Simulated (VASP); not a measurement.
# TaN (P6_3/mmc) in VASP: single point with PBE+U

Aim: the single point of TaN with PBE+U.

All numbers are computed with VASP 6.6.1; they aren't measurements. Logs are shortened: lines on timing, memory, paths and dates and some standing lists are left out, and cuts for length are marked.

### 1 The cell of the first run

The structure is hexagonal, space group P6_3/mmc (No. 194). Conventional cell: a = 3.048 Å, b = 3.048 Å, c = 4.918 Å, α = 90.00°, β = 90.00°, γ = 120.00°. Ta (site symmetry -3m) has 6 N at 2.15 Å and 2 Ta at 2.46 Å within 2.8 Å. Within 2.8 Å of N (site symmetry -6m2) lie 6 Ta at 2.15 Å.

### 2 Single point, PBE+U, collinear spin, zero start

INCAR

```
SYSTEM = TaN
PREC = Accurate
ENCUT = 700
EDIFF = 1E-6
ISMEAR = 0
SIGMA = 0.05
LREAL = .FALSE.
LASPH = .TRUE.
NELM = 200
ALGO = Normal
ISIF = 2
LWAVE = .FALSE.
LCHARG = .FALSE.
ISPIN = 2
MAGMOM = 0 0 0 0
LORBIT = 11
NUPDOWN = 0.0
LMAXMIX = 4
LDAU = .TRUE.
LDAUTYPE = 2
LDAUL = 2 -1
LDAUU = 7 0
LDAUJ = 0 0
LDAUPRINT = 1
GGA = PE
NBANDS = 30
GGA_COMPAT = .FALSE.
```

KPOINTS

```
regular mesh
0
G
  7 7 4
  0 0 0
```

POSCAR

```
TaN
1.0
    3.0480018400      0.0000000000      0.0000000000
   -1.5240009200      2.6396470300      0.0000000000
    0.0000000000      0.0000000000      4.9179997800
Ta N
2 2
Direct
    0.0000000000      0.0000000000      0.0000000000
    0.0000000000      0.0000000000      0.5000000000
    0.3333333333      0.6666666667      0.2500000000
    0.6666666667      0.3333333333      0.7500000000
```

Potentials or basis: VASP PAW PBE potentials, release 64 (Ta_sv_GW, N).

Command:

```bash
$ cat potpaw_PBE.64/Ta_sv_GW/POTCAR potpaw_PBE.64/N/POTCAR > POTCAR
$ mpirun -np 1 vasp_std > vasp.out
```

OUTCAR:

```text
SYSTEM = TaN
   PREC = Accurate
   ENCUT = 700
   EDIFF = 1E-6
   ISMEAR = 0
   LREAL = .FALSE.
   LASPH = .TRUE.
   NELM = 200
   ISIF = 2
   ISPIN = 2
   LORBIT = 11
   NUPDOWN = 0.0
   GGA = PE

 ion  position               nearest neighbor table
   1  0.000  0.000  0.000-   3 2.15   4 2.15   4 2.15   3 2.15   4 2.15   3 2.15   2 2.46   2 2.46

   2  0.000  0.000  0.500-   3 2.15   4 2.15   4 2.15   3 2.15   4 2.15   3 2.15   1 2.46   1 2.46

   3  0.333  0.667  0.250-   1 2.15   2 2.15   1 2.15   2 2.15   1 2.15   2 2.15
   4  0.667  0.333  0.750-   1 2.15   2 2.15   1 2.15   2 2.15   1 2.15   2 2.15

  LATTYP: Found a hexagonal cell.
 ALAT       =     3.0480018400
 C/A-ratio  =     1.6135160142

  Lattice vectors:

 A1 = (   3.0480018400,   0.0000000000,   0.0000000000)
 A2 = (  -1.5240009200,   2.6396470300,   0.0000000000)
 A3 = (   0.0000000000,   0.0000000000,   4.9179997800)

Analysis of symmetry for initial positions (statically):
=====================================================================
 Subroutine PRICEL returns:
 Original cell was already a primitive cell.

 Routine SETGRP: Setting up the symmetry group for a
 hexagonal supercell.

 Subroutine GETGRP returns: Found 24 space group operations
 (whereof 12 operations were pure point group operations)
 out of a pool of 24 trial point group operations.

The static configuration has the point symmetry D_3d.
 The point group associated with its full space group is D_6h.

Analysis of symmetry for dynamics (positions and initial velocities):
=====================================================================
 Subroutine PRICEL returns:
 Original cell was already a primitive cell.

 Routine SETGRP: Setting up the symmetry group for a
 hexagonal supercell.

 Subroutine GETGRP returns: Found 24 space group operations
 (whereof 12 operations were pure point group operations)
 out of a pool of 24 trial point group operations.

The dynamic configuration has the point symmetry D_3d.
 The point group associated with its full space group is D_6h.

Analysis of structural, dynamic, and magnetic symmetry:
=====================================================================
 Subroutine PRICEL returns:
 Original cell was already a primitive cell.

 Routine SETGRP: Setting up the symmetry group for a
 hexagonal supercell.

 Subroutine GETGRP returns: Found 24 space group operations
 (whereof 12 operations were pure point group operations)
 out of a pool of 24 trial point group operations.

The overall configuration has the point symmetry D_3d.
 The point group associated with its full space group is D_6h.

 Subroutine INISYM returns: Found 24 space group operations
 (whereof 12 operations are pure point group operations),
 and found     1 'primitive' translations

----------------------------------------------------------------------------------------

[... 163 lines left out ...]
  o =  0.1897  v =  0.0000 -0.2745 -0.0000 -0.0000  0.9616  0.0000  0.0000  0.0000  0.0000  0.0000      0.0000  0.0000  0.0000  0.0000  0.0000  0.0000  0.0000  0.0000  0.0000  0.0000
  o =  0.1897  v =  0.0000  0.0000  0.0000  0.0000  0.0000  0.9616  0.0000  0.0000 -0.2745 -0.0000      0.0000  0.0000  0.0000  0.0000  0.0000  0.0000  0.0000  0.0000  0.0000  0.0000
  o =  0.1897  v =  0.0000  0.0000  0.0000  0.0000  0.0000  0.0000 -0.2745 -0.0000 -0.0000  0.9616      0.0000  0.0000  0.0000  0.0000  0.0000  0.0000  0.0000  0.0000  0.0000  0.0000
  o =  0.2339  v =  0.2745  0.0000 -0.0000  0.9616  0.0000  0.0000  0.0000  0.0000  0.0000  0.0000      0.0000  0.0000  0.0000  0.0000  0.0000  0.0000  0.0000  0.0000  0.0000  0.0000
  o =  0.2339  v =  0.0000 -0.9616  0.0000  0.0000 -0.2745  0.0000  0.0000  0.0000  0.0000  0.0000      0.0000  0.0000  0.0000  0.0000  0.0000  0.0000  0.0000  0.0000  0.0000  0.0000
  o =  0.2339  v =  0.0000  0.0000  0.0000  0.0000  0.0000  0.2745  0.0000 -0.0000  0.9616  0.0000      0.0000  0.0000  0.0000  0.0000  0.0000  0.0000  0.0000  0.0000  0.0000  0.0000
  o =  0.2339  v =  0.0000  0.0000  0.0000  0.0000  0.0000  0.0000 -0.9616  0.0000  0.0000 -0.2745      0.0000  0.0000  0.0000  0.0000  0.0000  0.0000  0.0000  0.0000  0.0000  0.0000
  o =  0.4001  v = -0.0000 -0.0000 -1.0000 -0.0000 -0.0000  0.0000  0.0000  0.0000  0.0000  0.0000      0.0000  0.0000  0.0000  0.0000  0.0000  0.0000  0.0000  0.0000  0.0000  0.0000
  o =  0.4001  v =  0.0000  0.0000  0.0000  0.0000  0.0000 -0.0000 -0.0000 -1.0000 -0.0000 -0.0000      0.0000  0.0000  0.0000  0.0000  0.0000  0.0000  0.0000  0.0000  0.0000  0.0000

atom =   2  type =  1  l = 2

 onsite density matrix

spin component  1

  0.1931  0.0000  0.0000 -0.0117 -0.0000
  0.0000  0.2306 -0.0000 -0.0000 -0.0117
  0.0000 -0.0000  0.4001 -0.0000  0.0000
 -0.0117 -0.0000 -0.0000  0.2306  0.0000
 -0.0000 -0.0117  0.0000  0.0000  0.1931

spin component  2

  0.1931  0.0000  0.0000 -0.0117 -0.0000
  0.0000  0.2306 -0.0000 -0.0000 -0.0117
  0.0000 -0.0000  0.4001 -0.0000  0.0000
 -0.0117 -0.0000 -0.0000  0.2306  0.0000
 -0.0000 -0.0117  0.0000  0.0000  0.1931

 occupancies and eigenvectors

  o =  0.1897  v =  0.9616  0.0000 -0.0000  0.2745  0.0000  0.0000  0.0000  0.0000  0.0000  0.0000      0.0000  0.0000  0.0000  0.0000  0.0000  0.0000  0.0000  0.0000  0.0000  0.0000
  o =  0.1897  v =  0.0000 -0.2745  0.0000  0.0000 -0.9616  0.0000  0.0000  0.0000  0.0000  0.0000      0.0000  0.0000  0.0000  0.0000  0.0000  0.0000  0.0000  0.0000  0.0000  0.0000
  o =  0.1897  v =  0.0000  0.0000  0.0000  0.0000  0.0000  0.9616  0.0000 -0.0000  0.2745  0.0000      0.0000  0.0000  0.0000  0.0000  0.0000  0.0000  0.0000  0.0000  0.0000  0.0000
  o =  0.1897  v =  0.0000  0.0000  0.0000  0.0000  0.0000  0.0000 -0.2745  0.0000  0.0000 -0.9616      0.0000  0.0000  0.0000  0.0000  0.0000  0.0000  0.0000  0.0000  0.0000  0.0000
  o =  0.2339  v = -0.2745  0.0000  0.0000  0.9616 -0.0000  0.0000  0.0000  0.0000  0.0000  0.0000      0.0000  0.0000  0.0000  0.0000  0.0000  0.0000  0.0000  0.0000  0.0000  0.0000
  o =  0.2339  v = -0.0000 -0.9616 -0.0000  0.0000  0.2745  0.0000  0.0000  0.0000  0.0000  0.0000      0.0000  0.0000  0.0000  0.0000  0.0000  0.0000  0.0000  0.0000  0.0000  0.0000
  o =  0.2339  v =  0.0000  0.0000  0.0000  0.0000  0.0000 -0.2745  0.0000  0.0000  0.9616 -0.0000      0.0000  0.0000  0.0000  0.0000  0.0000  0.0000  0.0000  0.0000  0.0000  0.0000
  o =  0.2339  v =  0.0000  0.0000  0.0000  0.0000  0.0000 -0.0000 -0.9616 -0.0000  0.0000  0.2745      0.0000  0.0000  0.0000  0.0000  0.0000  0.0000  0.0000  0.0000  0.0000  0.0000
  o =  0.4001  v =  0.0000 -0.0000  1.0000  0.0000  0.0000  0.0000  0.0000  0.0000  0.0000  0.0000      0.0000  0.0000  0.0000  0.0000  0.0000  0.0000  0.0000  0.0000  0.0000  0.0000
  o =  0.4001  v =  0.0000  0.0000  0.0000  0.0000  0.0000  0.0000 -0.0000  1.0000  0.0000  0.0000      0.0000  0.0000  0.0000  0.0000  0.0000  0.0000  0.0000  0.0000  0.0000  0.0000

 number of electron      36.0000001 magnetization       0.0000000

 Free energy of the ion-electron system (eV)
  ---------------------------------------------------
  ext. energy  EPLUGINS =         0.00000000
  ---------------------------------------------------
  free energy    TOTEN  =       -33.15837706 eV

  energy without entropy =      -33.15668775  energy(sigma->0) =      -33.15753241

 E-fermi :  15.4950     XC(G=0): -14.1278

 val. band max:       15.4875755668   @ k =   0.4286   0.1429   0.2500
 cond. band min:      15.6801574204   @ k =   0.2857   0.2857   0.0000
 fundamental gap:      0.1925818536
 Fermi energy:        15.4950153895

 spin component 1

 k-point     1 :       0.0000    0.0000    0.0000
  band No.  band energies     occupation
      1     -54.8942      1.00000
      2     -54.5954      1.00000
      3     -22.9811      1.00000
      4     -21.2649      1.00000
      5     -21.2649      1.00000
      6     -20.8996      1.00000
[... 781 lines left out ...]
     29      25.6801      0.00000
     30      25.6801      0.00000
 Fermi energy:        15.4950138600

 spin component 2

 k-point     1 :       0.0000    0.0000    0.0000
  band No.  band energies     occupation
      1     -54.8942      1.00000
      2     -54.5954      1.00000
      3     -22.9811      1.00000
      4     -21.2649      1.00000
      5     -21.2649      1.00000
      6     -20.8996      1.00000
[... 781 lines left out ...]
     29      25.6801      0.00000
     30      25.6801      0.00000

------------------------ aborting loop because EDIFF is reached ----------------------------------------

  FORCE on cell =-STRESS in cart. coord.  units (eV):
  Direction    XX          YY          ZZ          XY          YZ          ZX
  --------------------------------------------------------------------------------------
  -------------------------------------------------------------------------------------
  Total       13.8143008     13.8143009     37.2732395     -0.0000000     -0.0000000      0.0000000
  in kB      559.3580641    559.3580666   1509.2394013     -0.0000000     -0.0000000      0.0000000
  external PRESSURE =     875.9851773 kB  Pullay stress =       0.0000000 kB

 VOLUME and BASIS-vectors are now :
 -----------------------------------------------------------------------------
  energy-cutoff  :      700.00
  volume of cell :       39.57
      direct lattice vectors                 reciprocal lattice vectors
     3.048001840  0.000000000  0.000000000     0.328083791  0.189419265  0.000000000
    -1.524000920  2.639647030  0.000000000     0.000000000  0.378838530  0.000000000
     0.000000000  0.000000000  4.917999780     0.000000000  0.000000000  0.203334698

 POSITION                                       TOTAL-FORCE (eV/Angst)
 -----------------------------------------------------------------------------------
      0.00000      0.00000      0.00000         0.000000      0.000000     -0.000000
      0.00000      0.00000      2.45900         0.000000      0.000000     -0.000000
     -0.00000      1.75976      1.22950        -0.000000     -0.000000      0.000000
      1.52400      0.87988      3.68850         0.000000      0.000000      0.000000
 -----------------------------------------------------------------------------------
    total drift:                                0.000000     -0.000000     -0.000000

  FREE ENERGIE OF THE ION-ELECTRON SYSTEM (eV)
  ---------------------------------------------------
  free  energy   TOTEN  =       -33.1583770598 eV

  energy  without entropy=      -33.1566877528  energy(sigma->0) =      -33.15753241

 total charge

# of ion       s       p       d       f       tot
--------------------------------------------------
    1        3.222   6.077   2.445   0.179  11.923
    2        3.222   6.077   2.445   0.179  11.923
    3        1.237   2.613   0.000   0.000   3.850
    4        1.237   2.613   0.000   0.000   3.850
--------------------------------------------------
tot          8.918  17.380   4.889   0.358  31.546

 magnetization (x)

# of ion       s       p       d       f       tot
--------------------------------------------------
    1       -0.000  -0.000   0.000   0.000  -0.000
    2       -0.000  -0.000   0.000   0.000  -0.000
    3        0.000  -0.000   0.000   0.000  -0.000
    4        0.000  -0.000   0.000   0.000  -0.000
--------------------------------------------------
tot         -0.000  -0.000   0.000   0.000  -0.000
```

Wall time 78 s (1 thread of AMD EPYC 9R14 (Zen 4), shared host); peak memory 0.22 GiB.

What came out:

| Quantity | Value |
| --- | --- |
| Free energy | -33.1584 eV |
| Pressure | 87.6 GPa |
| Net moment | 0.00 μB per cell |
| Valence electrons inside the program's atomic spheres | Ta 11.92; N 3.85 |

Eigenvalues of the final occupation matrices:
| site | spin | trace | eigenvalues |
| --- | --- | --- | --- |
| site 1 d | 1 | 1.25 | 0.19 0.19 0.23 0.23 0.40 |
| site 1 d | 2 | 1.25 | 0.19 0.19 0.23 0.23 0.40 |
| site 2 d | 1 | 1.25 | 0.19 0.19 0.23 0.23 0.40 |
| site 2 d | 2 | 1.25 | 0.19 0.19 0.23 0.23 0.40 |

Caveat: the stress differs along the axes, from 56 to 151 GPa; spin-orbit coupling is left out, which moves the levels of the heavy elements; the total moment is fixed, so each spin has its own Fermi level.
